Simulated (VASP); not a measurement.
Input of a VASP 6.6.1 run:

The input INCAR:

```
PREC     = Accurate       # precision mode
ENCUT    = 750            # plane-wave cutoff, eV
EDIFF    = 1E-6           # SCF threshold, eV
ISMEAR   = 0              # smearing method
SIGMA    = 0.1            # smearing width, eV
LREAL    = F              # projectors in reciprocal space
LASPH    = T              # aspherical terms in the spheres
NELM     = 200            # most SCF steps
ALGO     = Normal         # electronic algorithm
ISIF     = 2              # what is computed and relaxed
LWAVE    = F              # write WAVECAR
LCHARG   = F              # write CHGCAR
GGA      = PE             # functional
NBANDS   = 28             # bands
GGA_COMPAT= F            
LMAXMIX  = 6              # l up to which the mixer works
```

KPOINTS

```
regular mesh
0
Gamma
  4 4 2
```

File POSCAR:

```
LiTmH4
1.0
    3.4357270268      0.0000000000      0.0000000000
    0.0000000000      5.6920722291      0.0000000000
    0.0000000000      0.0000000000      6.0650375328
Li Tm H
2 2 8
Direct
    1.0000000000      0.5044645612      0.0726511781
    0.5000000000      0.4955354388      0.5726511781
    0.0000000000      0.9622123506      0.7247386131
    0.5000000000      0.0377876494      0.2247386131
    0.5000000000      0.1914497285      0.6836158198
    0.0000000000      0.1274049331      0.4160893739
    0.5000000000      0.8355597302      0.5249112243
    0.0000000000      0.8085502715      0.1836158198
    0.5000000000      0.8725950669      0.9160893739
    0.5000000000      0.4133094206      0.2330112774
    0.0000000000      0.5866905794      0.7330112774
    0.0000000000      0.1644402698      0.0249112243
```

Potentials or basis: VASP PAW PBE potentials, release 64 (Li_sv, Tm_3, H), 4f in core.

Command:

```sh
$ cat potpaw_PBE.64/Li_sv/POTCAR potpaw_PBE.64/Tm_3/POTCAR potpaw_PBE.64/H/POTCAR > POTCAR
$ mpirun -np 1 vasp_std > vasp.out
```

What does it give for the band gap on the k mesh?

2.15 eV (least direct gap 3.11 eV).

Estimate the pressure.

0.4 GPa.

Forces in eV/Å, atoms in the order of the input:
```
Li   0.000  0.004  0.000
Li   0.000 -0.004  0.000
Tm   0.000 -0.033  0.003
Tm   0.000  0.033  0.003
H    0.000  0.022 -0.005
H    0.000  0.036 -0.012
H    0.000 -0.019  0.013
H    0.000 -0.022 -0.005
H    0.000 -0.036 -0.012
H    0.000  0.025  0.000
H    0.000 -0.025  0.000
H    0.000  0.019  0.013
```

Caveat: the k points lie up to 0.52 Å⁻¹ apart; spin-orbit coupling is left out, which moves the levels of the heavy elements; the 4f electrons are frozen in the core, so they carry no moment and show no levels. Spin polarisation is off, so any magnetic state and its effect on volume and gap are missing.
